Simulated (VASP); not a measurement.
# Ge (P6_3/mmc) in VASP: a series of runs

The runs below take Ge through single point, with r2SCAN.

Program: VASP 6.6.1. These are calculated values, not measurements. Logs are shortened: lines on timing, memory, paths and dates and some standing lists are left out, and cuts for length are marked.

**1. The cell of the first run**

Symmetry: P6_3/mmc, No. 194, hexagonal system. Conventional cell: a = 4.000 Å, b = 4.000 Å, c = 6.535 Å, α = 90.00°, β = 90.00°, γ = 120.00°. Within 3.2 Å of Ge (site symmetry 3m) lie 4 Ge at 2.45 Å.

This isn't the form of Ge at room conditions, which is diamond.

**2. Single point, r2SCAN (strained cell)**

Input file POSCAR:

```
Ge
1.0
    3.9998551661      0.0000000000      0.0000000000
   -1.9999275830      3.4639761853      0.0000000000
    0.0000000000      0.0000000000      6.5354472086
Ge
4
Direct
    0.3333333333      0.6666666667     -0.0006853242
    0.6666666667      0.3333333333      0.4993146758
    0.3333333333      0.6666666667      0.3746853242
    0.6666666667      0.3333333333      0.8746853242
```

Input file INCAR.step1:

```
  PREC = Accurate
  ENCUT = 550
  ISMEAR = 0
  SIGMA = 0.01
  LREAL = False
  LASPH = True
  NELM = 120
  NBANDS = 36
  GGA = PE
  ALGO = Normal
  EDIFF = 1E-5
  LWAVE = True
  LCHARG = False
  GGA_COMPAT = False
```

Input file INCAR.step2:

```
  PREC = Accurate
  ENCUT = 550
  EDIFF = 1E-6
  ISMEAR = 0
  SIGMA = 0.01
  LREAL = False
  LASPH = True
  NELM = 120
  ALGO = Normal
  ISIF = 2
  LWAVE = False
  LCHARG = False
  METAGGA = R2SCAN
  LMIXTAU = True
  NBANDS = 36
  ISTART = 1
  GGA_COMPAT = False
```

Input file KPOINTS:

```
regular mesh
0
Gamma
  9 9 6
```

Potentials or basis: VASP PAW PBE potentials, release 64 (Ge_d).

Command:

```bash
cat potpaw_PBE.64/Ge_d/POTCAR > POTCAR
cp INCAR.step1 INCAR
mpirun -np 1 vasp_std > vasp.out
cp INCAR.step2 INCAR
mpirun -np 1 vasp_std > vasp.out
```

OUTCAR:

```text
PREC = Accurate
   ENCUT = 550
   EDIFF = 1E-6
   ISMEAR = 0
   LREAL = False
   LASPH = True
   NELM = 120
   ISIF = 2
   METAGGA = R2SCAN
   ISTART = 1

 ion  position               nearest neighbor table
   1  0.333  0.667  0.999-   4 2.45   4 2.45   4 2.45   3 2.45
   2  0.667  0.333  0.499-   3 2.45   3 2.45   3 2.45   4 2.45
   3  0.333  0.667  0.375-   2 2.45   2 2.45   2 2.45   1 2.45
   4  0.667  0.333  0.875-   1 2.45   1 2.45   1 2.45   2 2.45

  LATTYP: Found a hexagonal cell.
 ALAT       =     3.9998551661
 C/A-ratio  =     1.6339209639

  Lattice vectors:

 A1 = (   3.9998551661,   0.0000000000,   0.0000000000)
 A2 = (  -1.9999275830,   3.4639761853,   0.0000000000)
 A3 = (   0.0000000000,   0.0000000000,   6.5354472086)

Analysis of symmetry for initial positions (statically):
=====================================================================
 Subroutine PRICEL returns:
 Original cell was already a primitive cell.

 Routine SETGRP: Setting up the symmetry group for a
 hexagonal supercell.

 Subroutine GETGRP returns: Found 24 space group operations
 (whereof  6 operations were pure point group operations)
 out of a pool of 24 trial point group operations.

The static configuration has the point symmetry C_3v.
 The point group associated with its full space group is D_6h.

Analysis of symmetry for dynamics (positions and initial velocities):
=====================================================================
 Subroutine PRICEL returns:
 Original cell was already a primitive cell.

 Routine SETGRP: Setting up the symmetry group for a
 hexagonal supercell.

 Subroutine GETGRP returns: Found 24 space group operations
 (whereof  6 operations were pure point group operations)
 out of a pool of 24 trial point group operations.

The dynamic configuration has the point symmetry C_3v.
 The point group associated with its full space group is D_6h.

 Subroutine INISYM returns: Found 24 space group operations
 (whereof  6 operations are pure point group operations),
 and found     1 'primitive' translations

----------------------------------------------------------------------------------------

                                     Primitive cell

  volume of cell :      90.5513

  direct lattice vectors                    reciprocal lattice vectors
     3.999855166  0.000000000  0.000000000     0.250009052  0.144342794  0.000000000
    -1.999927583  3.463976185  0.000000000     0.000000000  0.288685587  0.000000000
     0.000000000  0.000000000  6.535447209     0.000000000  0.000000000  0.153011717

  length of vectors
     3.999855166  3.999855166  6.535447209     0.288685587  0.288685587  0.153011717

  position of ions in fractional coordinates (direct lattice)
     0.333333333  0.666666667  0.999314676
     0.666666667  0.333333333  0.499314676
     0.333333333  0.666666667  0.374685324
     0.666666667  0.333333333  0.874685324

  ion indices of the primitive-cell ions
   primitive index   ion index
                 1           1
                 2           2
                 3           3
                 4           4

----------------------------------------------------------------------------------------

 KPOINTS: regular mesh

Automatic generation of k-mesh.
 Grid dimensions read from file:
 generate k-points for:    9    9    6

 Generating k-lattice:

  Cartesian coordinates                     Fractional coordinates (reciprocal lattice)
     0.027778784  0.016038088  0.000000000     0.111111111  0.000000000  0.000000000
     0.000000000  0.032076176  0.000000000     0.000000000  0.111111111  0.000000000
     0.000000000  0.000000000  0.025501953     0.000000000  0.000000000  0.166666667

  Length of vectors
     0.032076176  0.032076176  0.025501953

  Shift w.r.t. Gamma in fractional coordinates (k-lattice)
     0.000000000  0.000000000  0.000000000

 Subroutine IBZKPT returns following result:
 ===========================================

 Found     48 irreducible k-points:

 Following reciprocal coordinates:
            Coordinates               Weight
  0.000000  0.000000  0.000000      1.000000
  0.111111 -0.000000  0.000000      6.000000
  0.222222  0.000000  0.000000      6.000000
  0.333333 -0.000000  0.000000      6.000000
  0.444444  0.000000  0.000000      6.000000
  0.111111  0.111111  0.000000      6.000000
[... 16 lines left out ...]
  0.333333  0.222222  0.166667     24.000000
  0.333333  0.333333  0.166667      4.000000
 [... further k-points ...]
   k-points           NKPTS =     48   k-points in BZ     NKDIM =     48   number of bands    NBANDS=     36
   number of dos      NEDOS =    301   number of ions     NIONS =      4
   total plane-waves  NPLWV =  51200
   dimension x,y,z NGX =    32 NGY =   32 NGZ =   50
   dimension x,y,z NGXF=    64 NGYF=   64 NGZF=  100
   ions per type =               4
   NGX,Y,Z   is equivalent  to a cutoff of  13.30, 13.30, 12.72 a.u.
   NGXF,Y,Z  is equivalent  to a cutoff of  26.60, 26.60, 25.44 a.u.
 SYSTEM =  unknown system
   PREC   = accura    normal or accurate (medium, high low for compatibility)
   ISTART =      1    job   : 0-new  1-cont  2-samecut
   ICHARG =      0    charge: 1-file 2-atom 10-const
   ISPIN  =      1    spin polarized calculation?
   LNONCOLLINEAR =      F non collinear calculations
   LSORBIT =      F    spin-orbit coupling
   LASPH  =      T    aspherical Exc in radial PAW
   ENCUT  =  550.0 eV  40.42 Ry    6.36 a.u.   7.65  7.65 12.50*2*pi/ulx,y,z
   NELM   =    120;   NELMIN=  2; NELMDL=  0     # of ELM steps
   EDIFF  = 0.1E-05   stopping-criterion for ELM
   LREAL  =      F    real-space projection
   EDIFFG = 0.1E-04   stopping-criterion for IOM
   NSW    =      0    number of steps for IOM
   IBRION =     -1    ionic relax: 0-MD 1-quasi-New 2-CG
   NFREE  =      0    steps in history (QN), initial steepest desc. (CG)
   ISIF   =      2    stress and relaxation
   ISYM   =      2    0-nonsym 1-usesym 2-fastsym
   POTIM  = 0.5000    time-step for ionic-motion
   TEBEG  =    0.0;   TEEND  =   0.0 temperature during run
   PSTRESS=    0.0 pullay stress
   NELECT =      56.0000    total number of electrons
   NUPDOWN=      -1.0000    fix difference up-down
   EMIN   =  10.00;   EMAX   =-10.00  energy-range for DOS
   EFERMI =   0.00;   METHOD = LEGACY
   ISMEAR =     0;   SIGMA  =   0.01  broadening in eV -4-tet -1-fermi 0-gaus
   EFERMI_NEDOS =   21; number of points for ismear=-14 and -15
   IALGO  =     38    algorithm
   IMIX   =      4    mixing-type and parameters
     AMIX     =   0.40;   BMIX     =  1.00
     AMIX_MAG =   1.60;   BMIX_MAG =  1.00
  volume/ion in A,a.u.               =      22.64       152.77
  Fermi-wavevector in a.u.,A,eV,Ry     =   1.394781  2.635754 26.468964  1.945414
  Thomas-Fermi vector in A             =   2.518297
   LORBIT       =      0    0 simple, 1 ext, 2 COOP (PROOUT), +10 PAW based schemes
   METAGGA = R2SCAN    functional components
   LHFCALC =     F    Hartree Fock is set to
   AEXX    =    0.0000 exact exchange contribution
   IVDW    =     0    specifies the selected vdW correction
   LEPSILON=     F    determine dielectric tensor
   LRPA    =     F    only Hartree local field effects (RPA)
 non-spin polarized calculation
 Gauss-broadening in eV      SIGMA  =   0.01
  energy-cutoff  :      550.00
  volume of cell :       90.55
 maximum number of plane-waves:      2677
 NGX is ok and might be reduce to    32
   NGX = 15   NGY = 15   NGZ = 25

 number of electron      55.9999979 magnetization

 Free energy of the ion-electron system (eV)
  ---------------------------------------------------
  ext. energy  EPLUGINS =         0.00000000
  ---------------------------------------------------
  free energy    TOTEN  =       -55.41081458 eV

  energy without entropy =      -55.41079116  energy(sigma->0) =      -55.41080287

 E-fermi :   4.9630     XC(G=0): -10.8141

 val. band max:        4.9629790598   @ k =   0.0000   0.0000   0.0000
 cond. band min:       5.0374772556   @ k =   0.0000   0.0000   0.1667
 fundamental gap:      0.0744981957
 Fermi energy:         4.9629987067

 k-point     1 :       0.0000    0.0000    0.0000
  band No.  band energies     occupation
      1     -20.7271      2.00000
      2     -20.7271      2.00000
      3     -20.6955      2.00000
      4     -20.6854      2.00000
      5     -20.6854      2.00000
      6     -20.6769      2.00000
[... 28 lines left out ...]
     35       9.6904      0.00000
     36      11.5470      0.00000

 k-point     2 :       0.1111   -0.0000    0.0000
  band No.  band energies     occupation
      1     -20.7361      2.00000
      2     -20.7300      2.00000
      3     -20.7023      2.00000
      4     -20.6902      2.00000
      5     -20.6857      2.00000
      6     -20.6669      2.00000
[... 28 lines left out ...]
     35      10.2558      0.00000
     36      11.5849      0.00000

 k-point     3 :       0.2222    0.0000    0.0000
  band No.  band energies     occupation
      1     -20.7473      2.00000
      2     -20.7347      2.00000
      3     -20.7144      2.00000
      4     -20.6990      2.00000
      5     -20.6836      2.00000
      6     -20.6552      2.00000
[... 28 lines left out ...]
     35      11.2185      0.00000
     36      11.6321      0.00000

 k-point     4 :       0.3333   -0.0000    0.0000
  band No.  band energies     occupation
      1     -20.7511      2.00000
      2     -20.7374      2.00000
      3     -20.7265      2.00000
      4     -20.7058      2.00000
      5     -20.6755      2.00000
      6     -20.6476      2.00000
[... 28 lines left out ...]
     35      12.3075      0.00000
     36      12.5084      0.00000

 k-point     5 :       0.4444    0.0000    0.0000
  band No.  band energies     occupation
      1     -20.7479      2.00000
      2     -20.7381      2.00000
      3     -20.7369      2.00000
      4     -20.7091      2.00000
      5     -20.6650      2.00000
      6     -20.6441      2.00000
[... 655 lines left out ...]
 k-point    22 :       0.2222    0.2222    0.1667
  band No.  band energies     occupation
      1     -20.7476      2.00000
      2     -20.7454      2.00000
      3     -20.7272      2.00000
      4     -20.7235      2.00000
      5     -20.6573      2.00000
      6     -20.6310      2.00000
[... 28 lines left out ...]
     35      11.5019      0.00000
     36      12.1206      0.00000

 k-point    23 :       0.3333    0.2222    0.1667
  band No.  band energies     occupation
      1     -20.7512      2.00000
      2     -20.7430      2.00000
      3     -20.7360      2.00000
      4     -20.7304      2.00000
      5     -20.6370      2.00000
      6     -20.6106      2.00000
[... 28 lines left out ...]
     35      12.5503      0.00000
     36      12.8258      0.00000

 k-point    24 :       0.3333    0.3333    0.1667
  band No.  band energies     occupation
      1     -20.7548      2.00000
      2     -20.7405      2.00000
      3     -20.7405      2.00000
      4     -20.7351      2.00000
      5     -20.6160      2.00000
      6     -20.6159      2.00000
[... 28 lines left out ...]
     35      12.3964      0.00000
     36      12.3964      0.00000

 [... further k-points ...]
[... 5 lines left out ...]
  --------------------------------------------------------------------------------------
  -------------------------------------------------------------------------------------
  Total        0.0624754      0.0624754      1.0027337      0.0000000      0.0000000      0.0000000
  in kB        1.1054149      1.1054149     17.7419643      0.0000000      0.0000000      0.0000000
  external PRESSURE =       6.6509314 kB  Pullay stress =       0.0000000 kB

 VOLUME and BASIS-vectors are now :
 -----------------------------------------------------------------------------
  energy-cutoff  :      550.00
  volume of cell :       90.55
      direct lattice vectors                 reciprocal lattice vectors
     3.999855166  0.000000000  0.000000000     0.250009052  0.144342794  0.000000000
    -1.999927583  3.463976185  0.000000000     0.000000000  0.288685587  0.000000000
     0.000000000  0.000000000  6.535447209     0.000000000  0.000000000  0.153011717

 POSITION                                       TOTAL-FORCE (eV/Angst)
 -----------------------------------------------------------------------------------
     -0.00000      2.30932      6.53097         0.000000      0.000000     -0.000159
      1.99993      1.15466      3.26324        -0.000000     -0.000000     -0.000159
     -0.00000      2.30932      2.44874         0.000000      0.000000      0.000159
      1.99993      1.15466      5.71646        -0.000000      0.000000      0.000159
 -----------------------------------------------------------------------------------
    total drift:                               -0.000000      0.000000      0.001918

  FREE ENERGIE OF THE ION-ELECTRON SYSTEM (eV)
  ---------------------------------------------------
  free  energy   TOTEN  =       -55.4108145789 eV

  energy  without entropy=      -55.4107911580  energy(sigma->0) =      -55.41080287
```

It took 14 min on 1 thread of Oxide Virtual Turin-like, shared host; peak memory 0.26 GiB.

Results:

```yaml
Free_energy: -55.4108 eV
Pressure: 0.7 GPa
Band_gap_on_the_k_mesh: zero (filled and empty bands touch)
```

Stress tensor (GPa, compression positive):
```
0.11 0.00 0.00
0.00 0.11 0.00
0.00 0.00 1.77
```

Caveat: the cell differs from its parent crystal (strained cell); semilocal functionals underestimate gaps, and a narrow one can read as zero; the PAW data sets were made with another functional, which shifts forces and pressure a little.

**3. Single point, r2SCAN (strained cell)**

Input file POSCAR:

```
Ge
1.0
    4.0007293912      0.0000000000      0.0000000000
   -2.0003646956      3.4647332864      0.0000000000
    0.0000000000      0.0000000000      6.5354472086
Ge
4
Direct
    0.3333333333      0.6666666667     -0.0007028737
    0.6666666667      0.3333333333      0.4992971263
    0.3333333333      0.6666666667      0.3747028737
    0.6666666667      0.3333333333      0.8747028737
```

Input file INCAR.step1:

```
SYSTEM = Ge
ALGO     = Normal         ! electronic algorithm
EDIFF    = 1E-5           ! SCF threshold, eV
ENCUT    = 550            ! plane-wave cutoff, eV
GGA      = PE             ! functional
GGA_COMPAT= .False.      
ISMEAR   = 0              ! smearing method
LASPH    = .True.         ! aspherical terms in the spheres
LCHARG   = .False.        ! write CHGCAR
LREAL    = .False.        ! projectors in reciprocal space
LWAVE    = .True.         ! write WAVECAR
NBANDS   = 36             ! bands
NELM     = 120            ! most SCF steps
PREC     = Accurate       ! precision mode
SIGMA    = 0.01           ! smearing width, eV
```

Input file INCAR.step2:

```
SYSTEM = Ge
ALGO     = Normal         ! electronic algorithm
EDIFF    = 1E-6           ! SCF threshold, eV
ENCUT    = 550            ! plane-wave cutoff, eV
GGA_COMPAT= .False.      
ISIF     = 2              ! what is computed and relaxed
ISMEAR   = 0              ! smearing method
ISTART   = 1            
LASPH    = .True.         ! aspherical terms in the spheres
LCHARG   = .False.        ! write CHGCAR
LMIXTAU  = .True.       
LREAL    = .False.        ! projectors in reciprocal space
LWAVE    = .False.        ! write WAVECAR
METAGGA  = R2SCAN         ! meta-GGA
NBANDS   = 36             ! bands
NELM     = 120            ! most SCF steps
PREC     = Accurate       ! precision mode
SIGMA    = 0.01           ! smearing width, eV
```

Input file KPOINTS:

```
k-points
0
Gamma
  9 9 6
  0 0 0
```

Potentials or basis: VASP PAW PBE potentials, release 64 (Ge_d).

Command:

```bash
cat potpaw_PBE.64/Ge_d/POTCAR > POTCAR
cp INCAR.step1 INCAR
mpirun -np 1 vasp_std > vasp.out
cp INCAR.step2 INCAR
mpirun -np 1 vasp_std > vasp.out
```

Run time: 12 min. Hardware: 1 thread of Oxide Virtual Turin-like, shared host; peak memory 0.26 GiB.

The run converged. Its results:

| Property | Result |
| --- | --- |
| Free energy | -55.4108 eV |
| Pressure | 0.6 GPa |
| Band gap on the k mesh | zero (filled and empty bands touch) |

Stress tensor (GPa, compression positive):
```
0.07 0.00 0.00
0.00 0.07 0.00
0.00 0.00 1.76
```

Levels at points of the mesh, in eV from the Fermi level:
| k point | band 24 | band 25 | band 26 | band 27 | band 28 | band 29 | band 30 | band 31 | band 32 | band 33 |
| --- | --- | --- | --- | --- | --- | --- | --- | --- | --- | --- |
| (0.00, 0.00, 0.00) | -1.74 | -1.74 | -0.22 | -0.02 | 0.00 | 0.00 | 0.37 | 2.27 | 2.27 | 2.89 |
| (0.00, 0.00, 0.50) | -4.99 | -1.06 | -1.06 | -1.06 | -1.06 | 0.79 | 0.79 | 3.45 | 3.45 | 3.45 |

Caveat: the cell differs from its parent crystal (strained cell); semilocal functionals underestimate gaps, and a narrow one can read as zero; the PAW data sets were made with another functional, which shifts forces and pressure a little.

**4. Single point, r2SCAN (strained cell)**

Input file POSCAR:

```
Ge
1.0
    4.0054631166      0.0000000000      0.0000000000
   -2.0027315583      3.4688328129      0.0000000000
    0.0000000000      0.0000000000      6.5354472086
Ge
4
Direct
    0.3333333333      0.6666666667     -0.0007763964
    0.6666666667      0.3333333333      0.4992236036
    0.3333333333      0.6666666667      0.3747763964
    0.6666666667      0.3333333333      0.8747763964
```

Input file INCAR.step1:

```
PREC = Accurate
ENCUT = 550
ISMEAR = 0
SIGMA = 0.01
LREAL = F
LASPH = T
NELM = 120
NBANDS = 36
GGA = PE
ALGO = Normal
EDIFF = 1E-5
LWAVE = T
LCHARG = F
GGA_COMPAT = F
```

Input file INCAR.step2:

```
PREC = Accurate
ENCUT = 550
EDIFF = 1E-6
ISMEAR = 0
SIGMA = 0.01
LREAL = F
LASPH = T
NELM = 120
ALGO = Normal
ISIF = 2
LWAVE = F
LCHARG = T
METAGGA = R2SCAN
LMIXTAU = T
LELF = T
LVHAR = T
NBANDS = 36
ISTART = 1
GGA_COMPAT = F
```

Input file KPOINTS:

```
regular mesh
0
Gamma
  9 9 6
```

Command:

```bash
cat potpaw_PBE.64/Ge_d/POTCAR > POTCAR
cp INCAR.step1 INCAR
mpirun -np 1 vasp_std > vasp.out
cp INCAR.step2 INCAR
mpirun -np 1 vasp_std > vasp.out
```

Run time: 14 min. Hardware: 1 thread of Oxide Virtual Turin-like, shared host; peak memory 0.26 GiB.

It converged, with:

| Property | Result |
| --- | --- |
| Free energy | -55.4108 eV |
| Pressure | 0.5 GPa |
| Band gap on the k mesh | zero (filled and empty bands touch) |

Stress tensor (GPa, compression positive):
```
-0.16  0.00  0.00
 0.00 -0.16  0.00
 0.00  0.00  1.71
```

Levels at points of the mesh, in eV from the Fermi level:
```tsv
k point	band 24	band 25	band 26	band 27	band 28	band 29	band 30	band 31	band 32	band 33
(0.00, 0.00, 0.00)	-1.74	-1.74	-0.21	-0.04	0.00	0.00	0.36	2.26	2.26	2.90
(0.00, 0.00, 0.50)	-4.98	-1.06	-1.06	-1.06	-1.06	0.78	0.78	3.45	3.45	3.45
```

Caveat: the cell differs from its parent crystal (strained cell); semilocal functionals underestimate gaps, and a narrow one can read as zero; the PAW data sets were made with another functional, which shifts forces and pressure a little.

**5. Overview**

```csv
cell,gap on the mesh (eV),pressure (GPa)
"a = 4.000, b = 4.000, c = 6.535 Å, angles 90.0, 90.0, 120.0°, 4 atoms, atomic positions A",none,0.7
"a = 4.001, b = 4.001, c = 6.535 Å, angles 90.0, 90.0, 120.0°, 4 atoms, atomic positions A",none,0.6
"a = 4.005, b = 4.005, c = 6.535 Å, angles 90.0, 90.0, 120.0°, 4 atoms, atomic positions B",none,0.5
```

Alike in all rows: task single point; level r2SCAN; potentials or basis VASP PAW PBE potentials, release 64 (Ge_d); no spin polarisation; k mesh 9 × 9 × 6; cutoff (eV) 550; smearing gaussian 0.01 eV.

Caveats: semilocal functionals underestimate gaps, and a narrow one can read as zero; the PAW data sets were made with another functional, which shifts forces and pressure a little.

Absolute energies hang on the potentials; compare differences alone.

The gap in the log of VASP goes by the Fermi energy; the results here count the filled bands.